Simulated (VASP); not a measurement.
A run of VASP 6.6.1 is set up as follows.

Contents of INCAR:

```
PREC = Accurate ; ENCUT = 520
EDIFF = 1E-6 ; ISMEAR = 0
SIGMA = 0.1 ; LREAL = F
LASPH = T ; NELM = 100
ALGO = Normal ; ISIF = 2
LWAVE = F ; LCHARG = F
GGA = PE ; NBANDS = 22
```

The input KPOINTS:

```
regular mesh
0
Gamma
  6 6 2
```

POSCAR

```
Li2BeS3
1.0
    3.4139115400      0.0000000000      0.0000000000
   -1.7069557700      2.9565341200      0.0000000000
    0.0000000000      0.0000000000      8.3623413000
Li Be S
2 1 3
Direct
    0.3333333300      0.6666666700      0.6666666700
    0.6666666700      0.3333333300      0.3333333300
    0.0000000000      0.0000000000      0.0000000000
    0.0000000000      0.0000000000      0.5000000000
    0.3333333300      0.6666666700      0.1666666700
    0.6666666700      0.3333333300      0.8333333300
```

Potentials or basis: VASP PAW PBE potentials, release 64 (Li_sv, Be, S).

Run with:

```sh
$ cat potpaw_PBE.64/Li_sv/POTCAR potpaw_PBE.64/Be/POTCAR potpaw_PBE.64/S/POTCAR > POTCAR
$ mpirun -np 1 vasp_std > vasp.out
```

Task: Estimate the band gap on the k mesh.

Result: Zero (band 13 reaches 4.68 eV, above the bottom of band 14 at 2.91 eV).

Task: What does it give for the largest force?

Result: 1.582 eV/Å.

Forces in eV/Å, atoms in the order of the input:
```
Li   0.000  0.000 -0.141
Li   0.000  0.000  0.141
Be   0.000  0.000  0.000
S    0.000  0.000  0.000
S    0.000  0.000 -1.582
S    0.000  0.000  1.582
```

Caveat: the k points lie up to 0.38 Å⁻¹ apart; forces of over 1 eV/Å act on the atoms, so gaps and moduli don't describe the material at rest.
